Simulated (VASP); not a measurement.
Here is a VASP 6.6.1 calculation.

File INCAR:

```
PREC = Accurate
ENCUT = 520
EDIFF = 1E-7
ISMEAR = 0
SIGMA = 0.1
LREAL = F
LASPH = T
NELM = 100
ALGO = Fast
ISIF = 2
LWAVE = F
LCHARG = F
GGA = PS
NBANDS = 14
```

The input KPOINTS:

```
Automatic mesh
0
Gamma
  18 18 14
```

Contents of POSCAR:

```
TiAl
1.0
    2.9203946404      0.0000000000      0.0000000000
    0.0000000000      2.9203946404      0.0000000000
    0.0000000000      0.0000000000      3.9320262881
Ti Al
1 1
Direct
    0.5000000000      0.5000000000      0.5000000000
    0.0000000000      0.0000000000      0.0000000000
```

Potentials or basis: VASP PAW PBE potentials, release 64 (Ti_sv, Al).

Command:

```bash
$ cat potpaw_PBE.64/Ti_sv/POTCAR potpaw_PBE.64/Al/POTCAR > POTCAR
$ mpirun -np 1 vasp_std > vasp.out
```

Q: Estimate the band gap on the k mesh.

A: Zero (an odd number of electrons rules out a gap without spin polarisation).

Q: Predict the pressure.

A: -6.6 GPa.

Stress tensor (GPa, compression positive):
```
-8.06  0.00  0.00
 0.00 -8.06  0.00
 0.00  0.00 -3.62
```

Caveat: the cell differs from its parent crystal (biaxial strain in the a-b plane: +4.5 %); the cell stands under tension; the PAW data sets were made with another functional, which shifts forces and pressure a little.
